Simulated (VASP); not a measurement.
# ZnSnN2 (P-4m2) in VASP: a series of runs, part 2 of 2

VASP 6.6.1. Earlier steps stand in the parts before.

### 4 Relaxation of cell and atoms, PBE

This run uses another cell than the first one, of 10.62 Å³/atom, 0.765 times its volume.

File INCAR:

```
PREC     = Accurate       # precision mode
ENCUT    = 600            # plane-wave cutoff, eV
EDIFF    = 1E-7           # SCF threshold, eV
ISMEAR   = -1             # smearing method
SIGMA    = 0.02           # smearing width, eV
LREAL    = F              # projectors in reciprocal space
LASPH    = T              # aspherical terms in the spheres
NELM     = 80             # most SCF steps
ALGO     = Normal         # electronic algorithm
ISIF     = 3              # what is computed and relaxed
LWAVE    = F              # write WAVECAR
LCHARG   = F              # write CHGCAR
GGA      = PE             # functional
IBRION   = 2              # ionic algorithm
NSW      = 80             # ionic steps
EDIFFG   = -0.005         # ionic threshold
```

File KPOINTS:

```
Automatic mesh
0
Gamma
  8 8 6
```

File POSCAR:

```
ZnSnN2
1.0
    3.1089740312      0.0000000000      0.0000000000
    0.0000000000      3.1089740312      0.0000000000
    0.0000000000      0.0000000000      4.3967532400
Zn N Sn
1 2 1
Direct
    0.0000000000      0.0000000000      0.0000000000
    0.0000000000      0.5000000000      0.2500000000
    0.5000000000      0.0000000000      0.7500000000
    0.5000000000      0.5000000000      0.5000000000
```

Potentials or basis: VASP PAW PBE potentials, release 64 (Zn, N, Sn_d).

Command:

```bash
cat potpaw_PBE.64/Zn/POTCAR potpaw_PBE.64/N/POTCAR potpaw_PBE.64/Sn_d/POTCAR > POTCAR
mpirun -np 1 vasp_std > vasp.out
```

OUTCAR:

```text
PREC = Accurate
   ENCUT = 600
   EDIFF = 1E-7
   ISMEAR = -1
   LREAL = F
   LASPH = T
   NELM = 80
   ISIF = 3
   GGA = PE
   IBRION = 2
   NSW = 80
   EDIFFG = -0.005

 ion  position               nearest neighbor table
   1  0.000  0.000  0.000-   2 1.90   3 1.90   2 1.90   3 1.90   4 3.11   4 3.11   4 3.11   4 3.11
                             4 3.11   4 3.11   4 3.11   4 3.11
   2  0.000  0.500  0.250-   1 1.90   4 1.90   1 1.90   4 1.90
   3  0.500  0.000  0.750-   1 1.90   4 1.90   4 1.90   1 1.90
   4  0.500  0.500  0.500-   2 1.90   3 1.90   3 1.90   2 1.90   1 3.11   1 3.11   1 3.11   1 3.11
                             1 3.11   1 3.11   1 3.11   1 3.11

  LATTYP: Found a simple tetragonal cell.
 ALAT       =     3.1089740312
 C/A-ratio  =     1.4142135624

  Lattice vectors:

 A1 = (   3.1089740312,   0.0000000000,   0.0000000000)
 A2 = (   0.0000000000,   3.1089740312,   0.0000000000)
 A3 = (   0.0000000000,   0.0000000000,   4.3967532400)

Analysis of symmetry for initial positions (statically):
=====================================================================
 Subroutine PRICEL returns:
 Original cell was already a primitive cell.

 Routine SETGRP: Setting up the symmetry group for a
 simple tetragonal supercell.

 Subroutine GETGRP returns: Found  8 space group operations
 (whereof  8 operations were pure point group operations)
 out of a pool of 16 trial point group operations.

The static configuration has the point symmetry D_2d.

Analysis of symmetry for dynamics (positions and initial velocities):
=====================================================================
 Subroutine PRICEL returns:
 Original cell was already a primitive cell.

 Routine SETGRP: Setting up the symmetry group for a
 simple tetragonal supercell.

 Subroutine GETGRP returns: Found  8 space group operations
 (whereof  8 operations were pure point group operations)
 out of a pool of 16 trial point group operations.

The dynamic configuration has the point symmetry D_2d.

 Subroutine INISYM returns: Found  8 space group operations
 (whereof  8 operations are pure point group operations),
 and found     1 'primitive' translations

----------------------------------------------------------------------------------------

                                     Primitive cell

  volume of cell :      42.4978

  direct lattice vectors                    reciprocal lattice vectors
     3.108974031  0.000000000  0.000000000     0.321649518  0.000000000  0.000000000
     0.000000000  3.108974031  0.000000000     0.000000000  0.321649518  0.000000000
     0.000000000  0.000000000  4.396753240     0.000000000  0.000000000  0.227440556

  length of vectors
     3.108974031  3.108974031  4.396753240     0.321649518  0.321649518  0.227440556

  position of ions in fractional coordinates (direct lattice)
     0.000000000  0.000000000  0.000000000
     0.000000000  0.500000000  0.250000000
     0.500000000  0.000000000  0.750000000
     0.500000000  0.500000000  0.500000000

  ion indices of the primitive-cell ions
   primitive index   ion index
                 1           1
                 2           2
                 3           3
                 4           4

----------------------------------------------------------------------------------------

[... 31 lines left out ...]
  0.125000  0.125000  0.000000      4.000000
[... 16 lines left out ...]
  0.375000  0.125000  0.166667     16.000000
  0.500000  0.125000  0.166667      8.000000
 [... further k-points ...]
   k-points           NKPTS =     60   k-points in BZ     NKDIM =     60   number of bands    NBANDS=     22
   number of dos      NEDOS =    301   number of ions     NIONS =      4
   total plane-waves  NPLWV =  28224
   dimension x,y,z NGX =    28 NGY =   28 NGZ =   36
   dimension x,y,z NGXF=    56 NGYF=   56 NGZF=   72
   ions per type =               1   2   1
   NGX,Y,Z   is equivalent  to a cutoff of  14.97, 14.97, 13.61 a.u.
   NGXF,Y,Z  is equivalent  to a cutoff of  29.94, 29.94, 27.22 a.u.
 SYSTEM =  unknown system
   PREC   = accura    normal or accurate (medium, high low for compatibility)
   ISTART =      0    job   : 0-new  1-cont  2-samecut
   ICHARG =      2    charge: 1-file 2-atom 10-const
   ISPIN  =      1    spin polarized calculation?
   LNONCOLLINEAR =      F non collinear calculations
   LSORBIT =      F    spin-orbit coupling
   LASPH  =      T    aspherical Exc in radial PAW
   ENCUT  =  600.0 eV  44.10 Ry    6.64 a.u.   6.21  6.21  8.78*2*pi/ulx,y,z
   NELM   =     80;   NELMIN=  2; NELMDL= -5     # of ELM steps
   EDIFF  = 0.1E-06   stopping-criterion for ELM
   LREAL  =      F    real-space projection
   EDIFFG = -.5E-02   stopping-criterion for IOM
   NSW    =     80    number of steps for IOM
   IBRION =      2    ionic relax: 0-MD 1-quasi-New 2-CG
   NFREE  =      1    steps in history (QN), initial steepest desc. (CG)
   ISIF   =      3    stress and relaxation
   ISYM   =      2    0-nonsym 1-usesym 2-fastsym
   POTIM  = 0.5000    time-step for ionic-motion
   TEBEG  =    0.0;   TEEND  =   0.0 temperature during run
   PSTRESS=    0.0 pullay stress
   NELECT =      36.0000    total number of electrons
   NUPDOWN=      -1.0000    fix difference up-down
   EMIN   =  10.00;   EMAX   =-10.00  energy-range for DOS
   EFERMI =   0.00;   METHOD = LEGACY
   ISMEAR =    -1;   SIGMA  =   0.02  broadening in eV -4-tet -1-fermi 0-gaus
   EFERMI_NEDOS =   21; number of points for ismear=-14 and -15
   IALGO  =     38    algorithm
   IMIX   =      4    mixing-type and parameters
     AMIX     =   0.40;   BMIX     =  1.00
     AMIX_MAG =   1.60;   BMIX_MAG =  1.00
  volume/ion in A,a.u.               =      10.62        71.70
  Fermi-wavevector in a.u.,A,eV,Ry     =   1.549008  2.927200 32.646156  2.399425
  Thomas-Fermi vector in A             =   2.653876
   LORBIT       =      0    0 simple, 1 ext, 2 COOP (PROOUT), +10 PAW based schemes
   GGA     = PE    functional components
   LHFCALC =     F    Hartree Fock is set to
   AEXX    =    0.0000 exact exchange contribution
   IVDW    =     0    specifies the selected vdW correction
   LEPSILON=     F    determine dielectric tensor
   LRPA    =     F    only Hartree local field effects (RPA)
 conjugate gradient relaxation of ions
 non-spin polarized calculation
  energy-cutoff  :      600.00
  volume of cell :       42.50
 maximum number of plane-waves:      1449
 NGX is ok and might be reduce to    28
   NGX = 13   NGY = 13   NGZ = 17

--------------------------------------- Ionic step        1  -------------------------------------------

 number of electron      35.9999999 magnetization

 Free energy of the ion-electron system (eV)
  ---------------------------------------------------
  ext. energy  EPLUGINS =         0.00000000
  ---------------------------------------------------
  free energy    TOTEN  =       -19.10423771 eV

  energy without entropy =      -19.10423771  energy(sigma->0) =      -19.10423771

------------------------ aborting loop because EDIFF is reached ----------------------------------------

  FORCE on cell =-STRESS in cart. coord.  units (eV):
  Direction    XX          YY          ZZ          XY          YZ          ZX
  --------------------------------------------------------------------------------------
  -------------------------------------------------------------------------------------
  Total       19.0092832     19.0092832     17.8459531      0.0000000      0.0000000     -0.0000000
  in kB      716.6548448    716.6548448    672.7970033      0.0000000      0.0000000     -0.0000000
  external PRESSURE =     702.0355643 kB  Pullay stress =       0.0000000 kB
[... 25 lines left out ...]
--------------------------------------- Ionic step        2  -------------------------------------------

 number of electron      35.9999954 magnetization

 E-fermi :   2.0611     XC(G=0):  -9.3095

 val. band max:        2.0425634413   @ k =   0.0000   0.0000   0.0000
 cond. band min:       2.4057005100   @ k =   0.0000   0.0000   0.1667
 fundamental gap:      0.3631370687
 Fermi energy:         2.0611449721

 k-point     1 :       0.0000    0.0000    0.0000
  band No.  band energies     occupation
      1     -18.9312      2.00000
      2     -18.8669      2.00000
      3     -18.8635      2.00000
      4     -18.8635      2.00000
      5     -18.8494      2.00000
      6     -11.1441      2.00000
[... 856 lines left out ...]
--------------------------------------- Ionic step        9  -------------------------------------------

 number of electron      36.0000011 magnetization

 Free energy of the ion-electron system (eV)
  ---------------------------------------------------
  ext. energy  EPLUGINS =         0.00000000
  ---------------------------------------------------
  free energy    TOTEN  =       -21.39547044 eV

  energy without entropy =      -21.39520411  energy(sigma->0) =      -21.39533727

 E-fermi :   5.0925     XC(G=0): -10.9158

 val. band max:        5.0775979628   @ k =   0.0000   0.0000   0.0000
 cond. band min:       6.1158796919   @ k =   0.1250   0.0000   0.0000
 fundamental gap:      1.0382817291
 Fermi energy:         5.0925410175

 k-point     1 :       0.0000    0.0000    0.0000
  band No.  band energies     occupation
      1     -16.0165      2.00000
      2     -15.7607      2.00000
      3     -15.7607      2.00000
      4     -15.7348      2.00000
      5     -15.6147      2.00000
      6     -10.3251      2.00000
[... 622 lines left out ...]
  FREE ENERGIE OF THE ION-ELECTRON SYSTEM (eV)
  ---------------------------------------------------
  free  energy   TOTEN  =       -21.3954704379 eV

  energy  without entropy=      -21.3952041110  energy(sigma->0) =      -21.39533727

 reached required accuracy - stopping structural energy minimisation
```

It took 14 min on 1 thread of Oxide Virtual Turin-like, shared host; peak memory 0.2 GiB.

Results:

```yaml
Free_energy: -21.3955 eV
Relaxed_volume: 13.91 Å³/atom
Relaxed_cell: a = 3.415 Å, b = 3.415 Å, c = 4.770 Å, α = 90.00°, β = 90.00°, γ = 90.00°
Space_group_after_relaxing_to_0.05_Å: P-4m2 (No. 115)
Energy_gained_by_relaxing: 572.8 meV/atom
Ionic_steps: 9
Pressure_after_relaxing: 0.0 GPa
Band_gap_on_the_k_mesh: zero (filled and empty bands touch)
```

The path:
| step | energy change (eV) | largest force (eV/Å) | pressure (GPa) | volume (Å³) |
| --- | --- | --- | --- | --- |
| 1 | 0.0000 | 2.1336 | 70.20 | 42.50 |
| 2 | -0.0085 | 1.0746 | -22.75 | 78.04 |
| 3 | -2.2647 | 0.5868 | -2.15 | 56.36 |
| 4 | -2.2727 | 0.5352 | -0.47 | 55.66 |
| 5 | -2.2738 | 0.5067 | 0.41 | 55.30 |
| 6 | -2.2895 | 0.1655 | -0.13 | 55.63 |
| 7 | -2.2911 | 0.0169 | -0.35 | 55.78 |
| 8 | -2.2912 | 0.0133 | 0.27 | 55.55 |
| 9 | -2.2912 | 0.0011 | -0.01 | 55.64 |

Final structure:
```
Zn N Sn
1.0
     3.41545    0.00000    0.00000
     0.00000    3.41545    0.00000
     0.00000    0.00000    4.76961
Zn N Sn
1 2 1
Direct
  0.00000 0.00000 0.00000
  0.00000 0.50000 0.24462
  0.50000 0.00000 0.75538
  0.50000 0.50000 0.50000
```

Levels at points of the mesh, in eV from the Fermi level:
```
           k point  band 16  band 17  band 18  band 19  band 20  band 21
(0.00, 0.00, 0.00)    -0.12    -0.04    -0.01    -0.01     2.63     5.94
(0.50, 0.00, 0.00)    -2.66    -1.70    -0.53     3.60     5.36     6.00
(0.50, 0.50, 0.00)    -2.50    -2.50    -1.85     2.77     2.77     4.80
(0.00, 0.00, 0.50)    -2.04    -0.92    -0.92     2.66     3.16     6.67
(0.50, 0.00, 0.50)    -1.18    -0.67    -0.47     2.33     4.03     6.73
(0.50, 0.50, 0.50)    -3.43    -3.28    -2.75     5.13     5.13     5.49
```

Caveat: the volume moved by over 15 % at a fixed basis, so the end points are rough; spin-orbit coupling is left out, which moves the levels of the heavy elements.

### 5 Relaxation of cell and atoms, r2SCAN

File POSCAR:

```
ZnSnN2
1.0
    3.4136646627      0.0000000000      0.0000000000
    0.0000000000      3.4136646627      0.0000000000
    0.0000000000      0.0000000000      4.7642197789
Zn N Sn
1 2 1
Direct
    0.0000000000      0.0000000000      0.0000000000
    0.0000000000      0.5000000000      0.2443005681
    0.5000000000      0.0000000000      0.7556994319
    0.5000000000      0.5000000000      0.5000000000
```

File INCAR.step1:

```
PREC = Accurate
ENCUT = 600
ISMEAR = -1
SIGMA = 0.02
LREAL = F
LASPH = T
NELM = 80
GGA = PE
ALGO = Normal
EDIFF = 1E-4
LWAVE = T
LCHARG = F
```

File INCAR.step2:

```
PREC = Accurate
ENCUT = 600
EDIFF = 1E-6
ISMEAR = -1
SIGMA = 0.02
LREAL = F
LASPH = T
NELM = 80
ALGO = Normal
ISIF = 3
LWAVE = F
LCHARG = F
METAGGA = R2SCAN
LMIXTAU = T
IBRION = 2
NSW = 80
EDIFFG = -0.005
ISTART = 1
```

File KPOINTS:

```
regular mesh
0
Gamma
  6 6 6
```

Potentials or basis: VASP PAW PBE potentials, release 64 (Zn, N, Sn_d).

Command:

```bash
cat potpaw_PBE.64/Zn/POTCAR potpaw_PBE.64/N/POTCAR potpaw_PBE.64/Sn_d/POTCAR > POTCAR
cp INCAR.step1 INCAR
mpirun -np 1 vasp_std > vasp.out
cp INCAR.step2 INCAR
mpirun -np 1 vasp_std > vasp.out
```

OUTCAR:

```text
PREC = Accurate
   ENCUT = 600
   EDIFF = 1E-6
   ISMEAR = -1
   LREAL = F
   LASPH = T
   NELM = 80
   ISIF = 3
   METAGGA = R2SCAN
   IBRION = 2
   NSW = 80
   EDIFFG = -0.005
   ISTART = 1

 ion  position               nearest neighbor table
   1  0.000  0.000  0.000-   2 2.07   3 2.07   2 2.07   3 2.07   4 3.39   4 3.39   4 3.39   4 3.39
                             4 3.39   4 3.39   4 3.39   4 3.39
   2  0.000  0.500  0.244-   1 2.07   1 2.07   4 2.10   4 2.10
   3  0.500  0.000  0.756-   1 2.07   1 2.07   4 2.10   4 2.10
   4  0.500  0.500  0.500-   2 2.10   3 2.10   3 2.10   2 2.10   1 3.39   1 3.39   1 3.39   1 3.39
                             1 3.39   1 3.39   1 3.39   1 3.39

  LATTYP: Found a simple tetragonal cell.
 ALAT       =     3.4136646627
 C/A-ratio  =     1.3956320405

  Lattice vectors:

 A1 = (   3.4136646627,   0.0000000000,   0.0000000000)
[... 409 lines left out ...]

 number of electron      35.9999990 magnetization

 Free energy of the ion-electron system (eV)
  ---------------------------------------------------
  ext. energy  EPLUGINS =         0.00000000
  ---------------------------------------------------
  free energy    TOTEN  =       -52.31518239 eV

  energy without entropy =      -52.31518089  energy(sigma->0) =      -52.31518164

 E-fermi :   5.3661     XC(G=0): -11.8721

 val. band max:        5.1911771231   @ k =   0.0000   0.0000   0.0000
 cond. band min:       5.5209502355   @ k =   0.0000   0.0000   0.0000
 fundamental gap:      0.3297731124
 Fermi energy:         5.3661189721

 k-point     1 :       0.0000    0.0000    0.0000
  band No.  band energies     occupation
      1     -16.6004      2.00000
      2     -16.2762      2.00000
      3     -16.2762      2.00000
      4     -16.2201      2.00000
      5     -16.0852      2.00000
      6     -11.2615      2.00000
[... 589 lines left out ...]
     21      12.3849      0.00000
     22      12.8540      0.00000

 [... further k-points ...]
[... 5 lines left out ...]
  --------------------------------------------------------------------------------------
  -------------------------------------------------------------------------------------
  Total        0.0001637      0.0001637     -0.0058722      0.0000000      0.0000000     -0.0000000
  in kB        0.0048625      0.0048625     -0.1743803      0.0000000      0.0000000     -0.0000000
  external PRESSURE =      -0.0548851 kB  Pullay stress =       0.0000000 kB
[... 19 lines left out ...]
  FREE ENERGIE OF THE ION-ELECTRON SYSTEM (eV)
  ---------------------------------------------------
  free  energy   TOTEN  =       -52.3151823933 eV

  energy  without entropy=      -52.3151808898  energy(sigma->0) =      -52.31518164

 reached required accuracy - stopping structural energy minimisation
```

OUTCAR.step1:

```text
PREC = Accurate
   ENCUT = 600
   ISMEAR = -1
   LREAL = F
   LASPH = T
[... 830 lines left out ...]
      0.00000      0.00000      0.00000        -0.000000      0.000000     -0.000000
      0.00000      1.70683      1.16390        -0.000000      0.000000      0.009802
      1.70683      0.00000      3.60032         0.000000      0.000000     -0.009802
      1.70683      1.70683      2.38211        -0.000000     -0.000000     -0.000000
 -----------------------------------------------------------------------------------
    total drift:                                0.000000      0.000000      0.000000

  FREE ENERGIE OF THE ION-ELECTRON SYSTEM (eV)
  ---------------------------------------------------
  free  energy   TOTEN  =       -21.4035217003 eV

  energy  without entropy=      -21.4031261397  energy(sigma->0) =      -21.40332392
```

Run time: 26 min. Hardware: 1 thread of Oxide Virtual Turin-like, shared host; peak memory 0.2 GiB.

What came out:

| Item | Value |
| --- | --- |
| Free energy | -52.3152 eV |
| Relaxed volume | 13.49 Å³/atom |
| Relaxed cell | a = 3.384 Å, b = 3.384 Å, c = 4.711 Å, α = 90.00°, β = 90.00°, γ = 90.00° |
| Space group after relaxing (to 0.05 Å) | P-4m2 (No. 115) |
| Energy gained by relaxing | 5.7 meV/atom |
| Ionic steps | 7 |
| Pressure after relaxing | 0.0 GPa |
| Band gap on the k mesh | 0.33 eV, direct |

Step by step:
```csv
step,energy change (eV),largest force (eV/Å),pressure (GPa),volume (Å³)
1,0.0000,0.1542,-4.32,55.52
2,-0.0031,0.1787,4.51,52.57
3,-0.0226,0.0099,0.05,53.95
4,-0.0225,0.0059,-0.07,53.98
5,-0.0226,0.0018,-0.04,53.97
6,-0.0226,0.0071,-0.01,53.96
7,-0.0226,0.0017,-0.01,53.95
```

Final structure:
```
CELL_PARAMETERS angstrom
3.38434 0.00000 0.00000
0.00000 3.38434 0.00000
0.00000 0.00000 4.71050
ATOMIC_POSITIONS crystal
Zn 0.00000 0.00000 0.00000
N 0.00000 0.50000 0.24496
N 0.50000 0.00000 0.75504
Sn 0.50000 0.50000 0.50000
```

Caveat: the PAW data sets were made with another functional, which shifts forces and pressure a little; spin-orbit coupling is left out, which moves the levels of the heavy elements.

### 6 Overview

| level | potentials or basis | cell | k mesh | gap on the mesh (eV) | pressure (GPa) | relaxed volume (Å³/atom) |
| --- | --- | --- | --- | --- | --- | --- |
| PBEsol | VASP PAW PBE potentials, release 64 (Zn, N, Sn_d) | relaxed from a = 3.414, b = 3.414, c = 4.764 Å, 4 atoms | 6 × 6 × 6 | - | 0.0 | 13.38 |
| LDA | VASP PAW LDA potentials, release 64 (Zn, N, Sn_d) | relaxed from a = 3.414, b = 3.414, c = 4.764 Å, 4 atoms | 6 × 6 × 6 | 0.07 | 0.0 | 13.02 |
| PBE | VASP PAW PBE potentials, release 64 (Zn, N, Sn_d) | relaxed from a = 3.109, b = 3.109, c = 4.397 Å, 4 atoms | 8 × 8 × 6 | none | 0.0 | 13.91 |
| r2SCAN | VASP PAW PBE potentials, release 64 (Zn, N, Sn_d) | relaxed from a = 3.414, b = 3.414, c = 4.764 Å, 4 atoms | 6 × 6 × 6 | 0.33 | 0.0 | 13.49 |

Alike in all rows: task relaxation of cell and atoms; no spin polarisation; cutoff (eV) 600; smearing fermi-dirac 0.02 eV.

Caveats: spin-orbit coupling is left out, which moves the levels of the heavy elements; the PAW data sets were made with another functional, which shifts forces and pressure a little (some runs); the volume moved by over 15 % at a fixed basis, so the end points are rough (some runs).

Absolute energies hang on the potentials; compare differences alone.
